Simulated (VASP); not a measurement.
# AlP (zincblende type) (F-43m) in VASP: a series of runs

Runs on AlP (zincblende type). Level: LDA. Tasks: single point.

Program: VASP 6.6.1. These are calculated values, not measurements. Logs are shortened: lines on timing, memory, paths and dates and some standing lists are left out, and cuts for length are marked.

**1. The cell of the first run**

Symmetry: F-43m, No. 216, cubic system. The conventional cell has a = 4.452 Å, b = 4.452 Å, c = 4.452 Å, α = 90.00°, β = 90.00°, γ = 90.00°. Within 2.6 Å of Al (site symmetry -43m) lie 4 P at 1.93 Å. P (site symmetry -43m) has 4 Al at 1.93 Å within 2.6 Å.

**2. Single point, LDA (volume scaled by 0.55)**

Input file INCAR:

```
SYSTEM = AlP
PREC = Accurate ; ENCUT = 500
EDIFF = 1E-6 ; ISMEAR = -1
SIGMA = 0.05 ; LREAL = .FALSE.
LASPH = .TRUE. ; NELM = 120
ALGO = Normal ; ISIF = 2
LWAVE = .FALSE. ; LCHARG = .TRUE.
LELF = .TRUE. ; LVHAR = .TRUE.
NBANDS = 11 ; GGA_COMPAT = .FALSE.
```

Input file KPOINTS:

```
Automatic mesh
0
G
  12 12 12
  0 0 0
```

Input file POSCAR:

```
AlP
1.0
    0.0000000000      2.2258215404      2.2258215404
    2.2258215404      0.0000000000      2.2258215404
    2.2258215404      2.2258215404      0.0000000000
Al P
1 1
Direct
    0.0000000000      0.0000000000      0.0000000000
    0.2500000000      0.2500000000      0.2500000000
```

Potentials or basis: VASP PAW LDA potentials, release 64 (Al, P).

The run is started by

```
$ cat potpaw_LDA.64/Al/POTCAR potpaw_LDA.64/P/POTCAR > POTCAR
$ mpirun -np 1 vasp_std > vasp.out
```

OUTCAR:

```text
SYSTEM = AlP
   PREC = Accurate
   ENCUT = 500
   EDIFF = 1E-6
   ISMEAR = -1
   LREAL = .FALSE.
   LASPH = .TRUE.
   NELM = 120
   ISIF = 2

 ion  position               nearest neighbor table
   1  0.000  0.000  0.000-   2 1.93   2 1.93   2 1.93   2 1.93
   2  0.250  0.250  0.250-   1 1.93   1 1.93   1 1.93   1 1.93

  LATTYP: Found a face centered cubic cell.
 ALAT       =     4.4516430808

  Lattice vectors:

 A1 = (   0.0000000000,   2.2258215404,   2.2258215404)
 A2 = (   2.2258215404,   0.0000000000,   2.2258215404)
 A3 = (   2.2258215404,   2.2258215404,   0.0000000000)

Analysis of symmetry for initial positions (statically):
=====================================================================
 Subroutine PRICEL returns:
 Original cell was already a primitive cell.

 Routine SETGRP: Setting up the symmetry group for a
 face centered cubic supercell.

 Subroutine GETGRP returns: Found 24 space group operations
 (whereof 24 operations were pure point group operations)
 out of a pool of 48 trial point group operations.

The static configuration has the point symmetry T_d .

Analysis of symmetry for dynamics (positions and initial velocities):
=====================================================================
 Subroutine PRICEL returns:
 Original cell was already a primitive cell.

 Routine SETGRP: Setting up the symmetry group for a
 face centered cubic supercell.

 Subroutine GETGRP returns: Found 24 space group operations
 (whereof 24 operations were pure point group operations)
 out of a pool of 48 trial point group operations.

The dynamic configuration has the point symmetry T_d .

 Subroutine INISYM returns: Found 24 space group operations
 (whereof 24 operations are pure point group operations),
 and found     1 'primitive' translations

----------------------------------------------------------------------------------------

                                     Primitive cell

  volume of cell :      22.0547

  direct lattice vectors                    reciprocal lattice vectors
     0.000000000  2.225821540  2.225821540    -0.224636158  0.224636158  0.224636158
     2.225821540  0.000000000  2.225821540     0.224636158 -0.224636158  0.224636158
     2.225821540  2.225821540  0.000000000     0.224636158  0.224636158 -0.224636158

  length of vectors
     3.147787010  3.147787010  3.147787010     0.389081239  0.389081239  0.389081239

  position of ions in fractional coordinates (direct lattice)
     0.000000000  0.000000000  0.000000000
     0.250000000  0.250000000  0.250000000

  ion indices of the primitive-cell ions
   primitive index   ion index
                 1           1
                 2           2

----------------------------------------------------------------------------------------

 KPOINTS: Automatic mesh

Automatic generation of k-mesh.
 Grid dimensions read from file:
 generate k-points for:   12   12   12

 Generating k-lattice:

  Cartesian coordinates                     Fractional coordinates (reciprocal lattice)
    -0.018719680  0.018719680  0.018719680     0.083333333  0.000000000  0.000000000
     0.018719680 -0.018719680  0.018719680     0.000000000  0.083333333  0.000000000
     0.018719680  0.018719680 -0.018719680     0.000000000  0.000000000  0.083333333

  Length of vectors
     0.032423437  0.032423437  0.032423437

  Shift w.r.t. Gamma in fractional coordinates (k-lattice)
     0.000000000  0.000000000  0.000000000

 Subroutine IBZKPT returns following result:
 ===========================================

 Found     72 irreducible k-points:

 Following reciprocal coordinates:
            Coordinates               Weight
  0.000000  0.000000  0.000000      1.000000
  0.083333  0.000000  0.000000      8.000000
  0.166667  0.000000  0.000000      8.000000
  0.250000  0.000000  0.000000      8.000000
  0.333333  0.000000  0.000000      8.000000
  0.416667  0.000000  0.000000      8.000000
[... 16 lines left out ...]
  0.500000  0.166667  0.000000     24.000000
 -0.416667  0.166667  0.000000     24.000000
 [... further k-points ...]
   k-points           NKPTS =     72   k-points in BZ     NKDIM =     72   number of bands    NBANDS=     11
   number of dos      NEDOS =    301   number of ions     NIONS =      2
   total plane-waves  NPLWV =  13824
   dimension x,y,z NGX =    24 NGY =   24 NGZ =   24
   dimension x,y,z NGXF=    48 NGYF=   48 NGZF=   48
   ions per type =               1   1
   NGX,Y,Z   is equivalent  to a cutoff of  12.68, 12.68, 12.68 a.u.
   NGXF,Y,Z  is equivalent  to a cutoff of  25.35, 25.35, 25.35 a.u.
 SYSTEM =  AlP
   PREC   = accura    normal or accurate (medium, high low for compatibility)
   ISTART =      0    job   : 0-new  1-cont  2-samecut
   ICHARG =      2    charge: 1-file 2-atom 10-const
   ISPIN  =      1    spin polarized calculation?
   LNONCOLLINEAR =      F non collinear calculations
   LSORBIT =      F    spin-orbit coupling
   LASPH  =      T    aspherical Exc in radial PAW
   ENCUT  =  500.0 eV  36.75 Ry    6.06 a.u.   5.74  5.74  5.74*2*pi/ulx,y,z
   NELM   =    120;   NELMIN=  2; NELMDL= -5     # of ELM steps
   EDIFF  = 0.1E-05   stopping-criterion for ELM
   LREAL  =      F    real-space projection
   EDIFFG = 0.1E-04   stopping-criterion for IOM
   NSW    =      0    number of steps for IOM
   IBRION =     -1    ionic relax: 0-MD 1-quasi-New 2-CG
   NFREE  =      0    steps in history (QN), initial steepest desc. (CG)
   ISIF   =      2    stress and relaxation
   ISYM   =      2    0-nonsym 1-usesym 2-fastsym
   POTIM  = 0.5000    time-step for ionic-motion
   TEBEG  =    0.0;   TEEND  =   0.0 temperature during run
   PSTRESS=    0.0 pullay stress
   NELECT =       8.0000    total number of electrons
   NUPDOWN=      -1.0000    fix difference up-down
   EMIN   =  10.00;   EMAX   =-10.00  energy-range for DOS
   EFERMI =   0.00;   METHOD = LEGACY
   ISMEAR =    -1;   SIGMA  =   0.05  broadening in eV -4-tet -1-fermi 0-gaus
   EFERMI_NEDOS =   21; number of points for ismear=-14 and -15
   IALGO  =     38    algorithm
   IMIX   =      4    mixing-type and parameters
     AMIX     =   0.40;   BMIX     =  1.00
     AMIX_MAG =   1.60;   BMIX_MAG =  1.00
  volume/ion in A,a.u.               =      11.03        74.42
  Fermi-wavevector in a.u.,A,eV,Ry     =   1.167538  2.206328 18.546724  1.363146
  Thomas-Fermi vector in A             =   2.304037
   LORBIT       =      0    0 simple, 1 ext, 2 COOP (PROOUT), +10 PAW based schemes
   GGA     = CA    functional components
   LHFCALC =     F    Hartree Fock is set to
   AEXX    =    0.0000 exact exchange contribution
   IVDW    =     0    specifies the selected vdW correction
   LEPSILON=     F    determine dielectric tensor
   LRPA    =     F    only Hartree local field effects (RPA)
 non-spin polarized calculation
  energy-cutoff  :      500.00
  volume of cell :       22.05
 maximum number of plane-waves:       569
   NGX = 11   NGY = 11   NGZ = 11

 number of electron       8.0000001 magnetization

 Free energy of the ion-electron system (eV)
  ---------------------------------------------------
  ext. energy  EPLUGINS =         0.00000000
  ---------------------------------------------------
  free energy    TOTEN  =        -5.40282737 eV

  energy without entropy =       -5.40084400  energy(sigma->0) =       -5.40183568

 E-fermi :  11.9791     XC(G=0): -11.9882

 val. band max:       11.8797592423   @ k =   0.0833   0.0000   0.0000
 cond. band min:      11.9953983457   @ k =   0.0000   0.0000   0.0000
 fundamental gap:      0.1156391034
 Fermi energy:        11.9790836742

 k-point     1 :       0.0000    0.0000    0.0000
  band No.  band energies     occupation
      1      -4.1860      2.00000
      2      11.9954      0.83829
      3      11.9954      0.83829
      4      11.9954      0.83828
      5      17.1641      0.00000
      6      17.1641      0.00000
      7      17.1641      0.00000
      8      20.7738      0.00000
      9      21.1412      0.00000
     10      21.1412      0.00000
     11      27.0317      0.00000

 k-point     2 :       0.0833    0.0000    0.0000
  band No.  band energies     occupation
      1      -4.0459      2.00000
      2      11.1410      2.00000
      3      11.8798      1.75874
      4      11.8798      1.75874
      5      17.3229      0.00000
      6      17.4111      0.00000
      7      17.4111      0.00000
      8      20.7288      0.00000
      9      20.7288      0.00000
     10      21.2680      0.00000
     11      26.2034      0.00000

 k-point     3 :       0.1667    0.0000    0.0000
  band No.  band energies     occupation
      1      -3.6298      2.00000
      2       9.2995      2.00000
      3      11.6137      1.99866
      4      11.6137      1.99866
      5      17.3686      0.00000
      6      17.8156      0.00000
      7      17.8156      0.00000
      8      20.2342      0.00000
      9      20.2342      0.00000
     10      22.2910      0.00000
     11      25.7089      0.00000

 k-point     4 :       0.2500    0.0000    0.0000
  band No.  band energies     occupation
      1      -2.9521      2.00000
      2       7.2261      2.00000
      3      11.3305      2.00000
      4      11.3305      2.00000
      5      17.2293      0.00000
      6      17.5528      0.00000
      7      17.5528      0.00000
      8      20.8676      0.00000
      9      20.8676      0.00000
     10      22.5320      0.00000
     11      26.4539      0.00000

 k-point     5 :       0.3333    0.0000    0.0000
  band No.  band energies     occupation
      1      -2.0505      2.00000
      2       5.2352      2.00000
      3      11.1089      2.00000
      4      11.1089      2.00000
      5      16.9380      0.00000
      6      16.9380      0.00000
      7      17.0761      0.00000
      8      22.0358      0.00000
      9      22.3990      0.00000
     10      22.3990      0.00000
     11      28.1965      0.00000
[... 211 lines left out ...]
 k-point    21 :       0.3333    0.1667    0.0000
  band No.  band energies     occupation
      1      -2.1960      2.00000
      2       6.8104      2.00000
      3       9.9404      2.00000
      4       9.9821      2.00000
      5      15.0438      0.00000
      6      17.0440      0.00000
      7      19.5607      0.00000
      8      20.2540      0.00000
      9      23.7411      0.00000
     10      25.3051      0.00000
     11      28.4316      0.00000

 k-point    22 :       0.4167    0.1667    0.0000
  band No.  band energies     occupation
      1      -1.2562      2.00000
      2       5.0007      2.00000
      3       9.4004      2.00000
      4       9.8779      2.00000
      5      14.7172      0.00000
      6      18.1283      0.00000
      7      18.8674      0.00000
      8      20.6920      0.00000
      9      24.9060      0.00000
     10      25.3430      0.00000
     11      30.3090      0.00000

 k-point    23 :       0.5000    0.1667    0.0000
  band No.  band energies     occupation
      1      -0.3265      2.00000
      2       3.5792      2.00000
      3       8.8768      2.00000
      4      10.0044      2.00000
      5      14.7334      0.00000
      6      18.2618      0.00000
      7      18.7107      0.00000
      8      21.8894      0.00000
      9      24.6139      0.00000
     10      25.6469      0.00000
     11      29.6496      0.00000

 k-point    24 :      -0.4167    0.1667    0.0000
  band No.  band energies     occupation
      1      -0.1304      2.00000
      2       3.3153      2.00000
      3       8.5018      2.00000
      4      10.3049      2.00000
      5      15.0760      0.00000
      6      17.8662      0.00000
      7      18.8272      0.00000
      8      23.1176      0.00000
      9      23.7725      0.00000
     10      24.9291      0.00000
     11      28.5370      0.00000

 [... further k-points ...]

------------------------ aborting loop because EDIFF is reached ----------------------------------------

  FORCE on cell =-STRESS in cart. coord.  units (eV):
  Direction    XX          YY          ZZ          XY          YZ          ZX
  --------------------------------------------------------------------------------------
  -------------------------------------------------------------------------------------
  Total       23.6988121     23.6988121     23.6988121     -0.0000000     -0.0000000     -0.0000000
  in kB     1721.6154072   1721.6154072   1721.6154072     -0.0000000     -0.0000000     -0.0000000
  external PRESSURE =    1721.6154072 kB  Pullay stress =       0.0000000 kB

 VOLUME and BASIS-vectors are now :
 -----------------------------------------------------------------------------
  energy-cutoff  :      500.00
  volume of cell :       22.05
      direct lattice vectors                 reciprocal lattice vectors
     0.000000000  2.225821540  2.225821540    -0.224636158  0.224636158  0.224636158
     2.225821540  0.000000000  2.225821540     0.224636158 -0.224636158  0.224636158
     2.225821540  2.225821540  0.000000000     0.224636158  0.224636158 -0.224636158

 POSITION                                       TOTAL-FORCE (eV/Angst)
 -----------------------------------------------------------------------------------
      0.00000      0.00000      0.00000        -0.000000     -0.000000     -0.000000
      1.11291      1.11291      1.11291         0.000000      0.000000      0.000000
 -----------------------------------------------------------------------------------
    total drift:                                0.000000      0.000000      0.000000

  FREE ENERGIE OF THE ION-ELECTRON SYSTEM (eV)
  ---------------------------------------------------
  free  energy   TOTEN  =        -5.4028273699 eV

  energy  without entropy=       -5.4008439966  energy(sigma->0) =       -5.40183568
```

Wall time 20 s (1 thread of Intel Xeon 8259CL, shared host); peak memory 0.13 GiB.

What came out:

| Quantity | Value |
| --- | --- |
| Free energy | -5.4028 eV |
| Pressure | 172.2 GPa |
| Band gap on the k mesh | zero (band 4 reaches 12.00 eV, above the bottom of band 5 at 11.51 eV) |

**3. Single point, LDA (volume scaled by 0.55)**

Input file INCAR:

```
SYSTEM = AlP
ALGO = Normal
EDIFF = 1E-6
ENCUT = 500
GGA = CA
GGA_COMPAT = .False.
ISIF = 2
ISMEAR = -1
LASPH = .True.
LCHARG = .True.
LELF = .True.
LREAL = .False.
LVHAR = .True.
LWAVE = .False.
NBANDS = 11
NELM = 120
PREC = Accurate
SIGMA = 0.05
```

Input file KPOINTS:

```
k-points
0
Gamma
  12 12 12
  0 0 0
```

POSCAR is that of step 2.

Potentials or basis: VASP PAW LDA potentials, release 64 (Al, P).

The run is started by

```
$ cat potpaw_LDA.64/Al/POTCAR potpaw_LDA.64/P/POTCAR > POTCAR
$ mpirun -np 1 vasp_std > vasp.out
```

Wall time 20 s (1 thread of Intel Xeon 8259CL, shared host); peak memory 0.13 GiB.

Results (log left out):

* Free energy: -5.4028 eV
* Pressure: 172.2 GPa
* Band gap on the k mesh: zero (band 4 reaches 12.00 eV, above the bottom of band 5 at 11.51 eV)

Levels at points of the mesh, in eV from the Fermi level:
| k point | band 1 | band 2 | band 3 | band 4 | band 5 | band 6 | band 7 | band 8 | band 9 |
| --- | --- | --- | --- | --- | --- | --- | --- | --- | --- |
| (0.00, 0.00, 0.00) | -16.17 | 0.02 | 0.02 | 0.02 | 5.19 | 5.19 | 5.19 | 8.79 | 9.16 |
| (0.50, 0.00, 0.00) | -12.44 | -9.24 | -1.05 | -1.05 | 4.33 | 4.33 | 4.97 | 9.41 | 13.41 |
| (0.50, 0.50, 0.00) | -10.98 | -8.15 | -3.56 | -3.56 | -0.47 | 1.59 | 14.37 | 14.37 | 15.33 |
